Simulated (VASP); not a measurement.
# NbP in VASP: a series of runs

Runs on NbP. Level: PBEsol. Tasks: single point.

Program: VASP 6.6.1. These are calculated values, not measurements. Logs are shortened: lines on timing, memory, paths and dates and some standing lists are left out, and cuts for length are marked.

## 1. The cell of the first run

Symmetry: Imm2, No. 44, orthorhombic system. Conventional cell: a = 3.254 Å, b = 3.344 Å, c = 11.370 Å, α = 90.00°, β = 90.00°, γ = 90.00°. Nb (site symmetry mm2) has 6 P at 2.52 Å and 4 Nb at 3.25 to 3.27 Å within 3.3 Å. Within 3.3 Å of Nb (site symmetry mm2) lie 6 P at 2.51 to 2.52 Å and 4 Nb at 3.25 to 3.27 Å. P (site symmetry mm2) has 6 Nb at 2.51 to 2.52 Å and 4 P at 3.25 to 3.27 Å within 3.3 Å. Within 3.3 Å of P (site symmetry mm2) lie 6 Nb at 2.52 Å and 4 P at 3.25 to 3.27 Å.

## 2. Single point, PBEsol (uniaxial strain along a: -2.0 %, then relaxed in part)

File INCAR:

```
SYSTEM = NbP
PREC = Accurate
ENCUT = 520
EDIFF = 1E-6
ISMEAR = 0
SIGMA = 0.1
LREAL = .False.
LASPH = .True.
NELM = 80
ALGO = Normal
ISIF = 2
LWAVE = .False.
LCHARG = .False.
GGA = PS
NBANDS = 46
```

File KPOINTS:

```
Automatic mesh
0
Gamma
  10 10 4
  0 0 0
```

File POSCAR:

```
NbP
1.0
    3.2538450361      0.0000000000      0.0000000000
    0.0000000000      3.3436286221      0.0000000000
    0.0000000000      0.0000000000     11.3702678225
Nb P
4 4
Direct
    0.5000000000      0.5000000000     -0.0006026414
    0.0000000000      0.5000000000      0.7502836014
    0.0000000000      0.0000000000      0.4993973586
    0.5000000000      0.0000000000      0.2502836014
    0.0000000000      0.0000000000      0.0823076462
    0.5000000000      0.0000000000      0.8332685439
    0.5000000000      0.5000000000      0.5823076462
    0.0000000000      0.5000000000      0.3332685439
```

Potentials or basis: VASP PAW PBE potentials, release 64 (Nb_sv, P).

Started as:

```
> cat potpaw_PBE.64/Nb_sv/POTCAR potpaw_PBE.64/P/POTCAR > POTCAR
> mpirun -np 1 vasp_std > vasp.out
```

OUTCAR:

```text
SYSTEM = NbP
   PREC = Accurate
   ENCUT = 520
   EDIFF = 1E-6
   ISMEAR = 0
   LREAL = .False.
   LASPH = .True.
   NELM = 80
   ISIF = 2
   GGA = PS

 ion  position               nearest neighbor table
   1  0.500  0.500  0.999-   5 2.52   5 2.52   5 2.52   5 2.52   6 2.52   6 2.52
   2  0.000  0.500  0.750-   7 2.51   7 2.51   6 2.52   6 2.52   6 2.52   6 2.52
   3  0.000  0.000  0.499-   7 2.52   7 2.52   7 2.52   7 2.52   8 2.52   8 2.52
   4  0.500  0.000  0.250-   5 2.51   5 2.51   8 2.52   8 2.52   8 2.52   8 2.52
   5  0.000  0.000  0.082-   4 2.51   4 2.51   1 2.52   1 2.52   1 2.52   1 2.52
   6  0.500  0.000  0.833-   2 2.52   2 2.52   2 2.52   2 2.52   1 2.52   1 2.52
   7  0.500  0.500  0.582-   2 2.51   2 2.51   3 2.52   3 2.52   3 2.52   3 2.52
   8  0.000  0.500  0.333-   4 2.52   4 2.52   4 2.52   4 2.52   3 2.52   3 2.52

  LATTYP: Found a simple orthorhombic cell.
 ALAT       =     3.2538450361
 B/A-ratio  =     1.0275930737
 C/A-ratio  =     3.4944097510

  Lattice vectors:

 A1 = (   3.2538450361,   0.0000000000,   0.0000000000)
 A2 = (   0.0000000000,   3.3436286221,   0.0000000000)
 A3 = (   0.0000000000,   0.0000000000,  11.3702678225)

Analysis of symmetry for initial positions (statically):
=====================================================================
 Subroutine PRICEL returns following result:

  LATTYP: Found a body centered orthorhombic cell.
 ALAT       =     3.2538450361
 B/A-ratio  =     1.0275930737
 C/A-ratio  =     3.4944097510

  Lattice vectors:

 A1 = (  -1.6269225180,   1.6718143111,   5.6851339113)
 A2 = (   1.6269225180,  -1.6718143111,   5.6851339113)
 A3 = (   1.6269225180,   1.6718143110,  -5.6851339113)

   2 primitive cells build up your supercell.

 Routine SETGRP: Setting up the symmetry group for a
 simple orthorhombic supercell.

 Subroutine GETGRP returns: Found  4 space group operations
 (whereof  4 operations were pure point group operations)
 out of a pool of  8 trial point group operations.

The static configuration has the point symmetry C_2v.

Analysis of symmetry for dynamics (positions and initial velocities):
=====================================================================
 Subroutine PRICEL returns following result:

  LATTYP: Found a body centered orthorhombic cell.
 ALAT       =     3.2538450361
 B/A-ratio  =     1.0275930737
 C/A-ratio  =     3.4944097510

  Lattice vectors:

 A1 = (  -1.6269225180,   1.6718143111,   5.6851339113)
 A2 = (   1.6269225180,  -1.6718143111,   5.6851339113)
 A3 = (   1.6269225180,   1.6718143110,  -5.6851339113)

   2 primitive cells build up your supercell.

 Routine SETGRP: Setting up the symmetry group for a
 simple orthorhombic supercell.

 Subroutine GETGRP returns: Found  4 space group operations
 (whereof  4 operations were pure point group operations)
 out of a pool of  8 trial point group operations.

The dynamic configuration has the point symmetry C_2v.

 Subroutine INISYM returns: Found  4 space group operations
 (whereof  4 operations are pure point group operations),
 and found     2 'primitive' translations

----------------------------------------------------------------------------------------

                                     Primitive cell

  volume of cell :      61.8523

  direct lattice vectors                    reciprocal lattice vectors
    -1.626922518  1.671814311  5.685133911     0.000000000  0.299076277  0.087948676
     1.626922518 -1.671814311  5.685133911     0.307328711  0.000000000  0.087948676
     1.626922518  1.671814311 -5.685133911     0.307328711  0.299076277  0.000000000

  length of vectors
     6.145127139  6.145127139  6.145127139     0.311739617  0.319665303  0.428832783

  position of ions in fractional coordinates (direct lattice)
     0.499397359  0.499397359  0.000000000
     0.250283601  0.750283601  0.500000000
     0.082307646  0.082307646  0.000000000
     0.833268544  0.333268544  0.500000000

  ion indices of the primitive-cell ions
   primitive index   ion index
                 1           1
                 2           2
                 3           7
                 4           6

----------------------------------------------------------------------------------------

 KPOINTS: Automatic mesh

Automatic generation of k-mesh.
 Grid dimensions read from file:
 generate k-points for:   10   10    4

 Generating k-lattice:

  Cartesian coordinates                     Fractional coordinates (reciprocal lattice)
     0.030732871  0.000000000  0.000000000     0.100000000  0.000000000  0.000000000
     0.000000000  0.029907628  0.000000000     0.000000000  0.100000000  0.000000000
     0.000000000  0.000000000  0.021987169     0.000000000  0.000000000  0.250000000

  Length of vectors
     0.030732871  0.029907628  0.021987169

  Shift w.r.t. Gamma in fractional coordinates (k-lattice)
     0.000000000  0.000000000  0.000000000

 Subroutine IBZKPT returns following result:
 ===========================================

 Found    108 irreducible k-points:

 Following reciprocal coordinates:
            Coordinates               Weight
  0.000000  0.000000  0.000000      1.000000
  0.100000  0.000000  0.000000      2.000000
  0.200000  0.000000  0.000000      2.000000
  0.300000  0.000000  0.000000      2.000000
  0.400000  0.000000  0.000000      2.000000
  0.500000  0.000000  0.000000      1.000000
[... 16 lines left out ...]
  0.400000  0.300000  0.000000      4.000000
  0.500000  0.300000  0.000000      2.000000
 [... further k-points ...]
   k-points           NKPTS =    108   k-points in BZ     NKDIM =    108   number of bands    NBANDS=     46
   number of dos      NEDOS =    301   number of ions     NIONS =      8
   total plane-waves  NPLWV =  60480
   dimension x,y,z NGX =    24 NGY =   28 NGZ =   90
   dimension x,y,z NGXF=    48 NGYF=   56 NGZF=  180
   ions per type =               4   4
   NGX,Y,Z   is equivalent  to a cutoff of  12.26, 13.92, 13.16 a.u.
   NGXF,Y,Z  is equivalent  to a cutoff of  24.52, 27.84, 26.32 a.u.
 SYSTEM =  NbP
   PREC   = accura    normal or accurate (medium, high low for compatibility)
   ISTART =      0    job   : 0-new  1-cont  2-samecut
   ICHARG =      2    charge: 1-file 2-atom 10-const
   ISPIN  =      1    spin polarized calculation?
   LNONCOLLINEAR =      F non collinear calculations
   LSORBIT =      F    spin-orbit coupling
   LASPH  =      T    aspherical Exc in radial PAW
   ENCUT  =  520.0 eV  38.22 Ry    6.18 a.u.   6.05  6.22 21.14*2*pi/ulx,y,z
   NELM   =     80;   NELMIN=  2; NELMDL= -5     # of ELM steps
   EDIFF  = 0.1E-05   stopping-criterion for ELM
   LREAL  =      F    real-space projection
   EDIFFG = 0.1E-04   stopping-criterion for IOM
   NSW    =      0    number of steps for IOM
   IBRION =     -1    ionic relax: 0-MD 1-quasi-New 2-CG
   NFREE  =      0    steps in history (QN), initial steepest desc. (CG)
   ISIF   =      2    stress and relaxation
   ISYM   =      2    0-nonsym 1-usesym 2-fastsym
   POTIM  = 0.5000    time-step for ionic-motion
   TEBEG  =    0.0;   TEEND  =   0.0 temperature during run
   PSTRESS=    0.0 pullay stress
   NELECT =      72.0000    total number of electrons
   NUPDOWN=      -1.0000    fix difference up-down
   EMIN   =  10.00;   EMAX   =-10.00  energy-range for DOS
   EFERMI =   0.00;   METHOD = LEGACY
   ISMEAR =     0;   SIGMA  =   0.10  broadening in eV -4-tet -1-fermi 0-gaus
   EFERMI_NEDOS =   21; number of points for ismear=-14 and -15
   IALGO  =     38    algorithm
   IMIX   =      4    mixing-type and parameters
     AMIX     =   0.40;   BMIX     =  1.00
     AMIX_MAG =   1.60;   BMIX_MAG =  1.00
  volume/ion in A,a.u.               =      15.46       104.35
  Fermi-wavevector in a.u.,A,eV,Ry     =   1.366859  2.582989 25.419822  1.868304
  Thomas-Fermi vector in A             =   2.492963
   LORBIT       =      0    0 simple, 1 ext, 2 COOP (PROOUT), +10 PAW based schemes
   GGA     = PS    functional components
   LHFCALC =     F    Hartree Fock is set to
   AEXX    =    0.0000 exact exchange contribution
   IVDW    =     0    specifies the selected vdW correction
   LEPSILON=     F    determine dielectric tensor
   LRPA    =     F    only Hartree local field effects (RPA)
 non-spin polarized calculation
 Gauss-broadening in eV      SIGMA  =   0.10
  energy-cutoff  :      520.00
  volume of cell :      123.70
 maximum number of plane-waves:      3376
   NGX = 13   NGY = 13   NGZ = 43

 number of electron      71.9999989 magnetization

 Free energy of the ion-electron system (eV)
  ---------------------------------------------------
  ext. energy  EPLUGINS =         0.00000000
  ---------------------------------------------------
  free energy    TOTEN  =       -75.63050859 eV

  energy without entropy =      -75.62393205  energy(sigma->0) =      -75.62722032

 E-fermi :  10.9962     XC(G=0): -12.2960

 val. band max:       10.9886726808   @ k =   0.5000   0.0000   0.5000
 cond. band min:      11.0125887988   @ k =   0.3000   0.0000   0.5000
 fundamental gap:      0.0239161179
 Fermi energy:        10.9962254963

 k-point     1 :       0.0000    0.0000    0.0000
  band No.  band energies     occupation
      1     -43.7285      2.00000
      2     -43.7164      2.00000
      3     -43.6889      2.00000
      4     -43.6766      2.00000
      5     -20.0787      2.00000
      6     -19.8765      2.00000
[... 38 lines left out ...]
     45      14.4051      0.00000
     46      14.5027      0.00000

 k-point     2 :       0.1000    0.0000    0.0000
  band No.  band energies     occupation
      1     -43.7256      2.00000
      2     -43.7140      2.00000
      3     -43.6864      2.00000
      4     -43.6746      2.00000
      5     -20.0697      2.00000
      6     -19.8854      2.00000
[... 38 lines left out ...]
     45      14.6024      0.00000
     46      14.6437      0.00000

 k-point     3 :       0.2000    0.0000    0.0000
  band No.  band energies     occupation
      1     -43.7179      2.00000
      2     -43.7079      2.00000
      3     -43.6798      2.00000
      4     -43.6696      2.00000
      5     -20.0490      2.00000
      6     -19.9568      2.00000
[... 1018 lines left out ...]
     45      15.0696      0.00000
     46      15.5613      0.00000

 k-point    24 :       0.5000    0.3000    0.0000
  band No.  band energies     occupation
      1     -43.6808      2.00000
      2     -43.6808      2.00000
      3     -43.6502      2.00000
      4     -43.6502      2.00000
      5     -20.1388      2.00000
      6     -20.1388      2.00000
[... 38 lines left out ...]
     45      15.1445      0.00000
     46      15.2279      0.00000

 [... further k-points ...]
[... 5 lines left out ...]
  --------------------------------------------------------------------------------------
  -------------------------------------------------------------------------------------
  Total        3.6271164     -0.1816116     -0.1853942      0.0000000      0.0000000      0.0000000
  in kB       46.9771297     -2.3521697     -2.4011602      0.0000000      0.0000000      0.0000000
  external PRESSURE =      14.0745999 kB  Pullay stress =       0.0000000 kB

 VOLUME and BASIS-vectors are now :
 -----------------------------------------------------------------------------
  energy-cutoff  :      520.00
  volume of cell :      123.70
      direct lattice vectors                 reciprocal lattice vectors
     3.253845036  0.000000000  0.000000000     0.307328711  0.000000000  0.000000000
     0.000000000  3.343628622  0.000000000     0.000000000  0.299076277  0.000000000
     0.000000000  0.000000000 11.370267823     0.000000000  0.000000000  0.087948676

 POSITION                                       TOTAL-FORCE (eV/Angst)
 -----------------------------------------------------------------------------------
      1.62692      1.67181     11.36342        -0.000000     -0.000000     -0.001985
      0.00000      1.67181      8.53093        -0.000000     -0.000000     -0.001931
      0.00000      0.00000      5.67828        -0.000000     -0.000000     -0.001985
      1.62692      0.00000      2.84579         0.000000     -0.000000     -0.001931
      0.00000      0.00000      0.93586        -0.000000     -0.000000      0.002055
      1.62692      0.00000      9.47449         0.000000     -0.000000      0.001861
      1.62692      1.67181      6.62099        -0.000000      0.000000      0.002055
      0.00000      1.67181      3.78935         0.000000     -0.000000      0.001861
 -----------------------------------------------------------------------------------
    total drift:                                0.000000     -0.000000      0.000452

  FREE ENERGIE OF THE ION-ELECTRON SYSTEM (eV)
  ---------------------------------------------------
  free  energy   TOTEN  =       -75.6305085926 eV

  energy  without entropy=      -75.6239320470  energy(sigma->0) =      -75.62722032
```

Wall time 6.9 min (1 thread of AMD EPYC 9R45 (Zen 5), shared host); peak memory 0.51 GiB.

What came out:

```
Free energy            : -75.6305 eV
Pressure               : 1.4 GPa
Band gap on the k mesh : zero (band 36 reaches 11.11 eV, above the bottom of band 37 at 10.95 eV)
```

Forces on the atoms (eV/Å):
```
Nb   0.000  0.000 -0.002
Nb   0.000  0.000 -0.002
Nb   0.000  0.000 -0.002
Nb   0.000  0.000 -0.002
P    0.000  0.000  0.002
P    0.000  0.000  0.002
P    0.000  0.000  0.002
P    0.000  0.000  0.002
```

Stress tensor (GPa, compression positive):
```
 4.70  0.00  0.00
 0.00 -0.24  0.00
 0.00  0.00 -0.24
```

Caveat: the cell differs from its parent crystal (uniaxial strain along a: -2.0 %, then relaxed in part); the PAW data sets were made with another functional, which shifts forces and pressure a little.

[end of part 1 of 2]
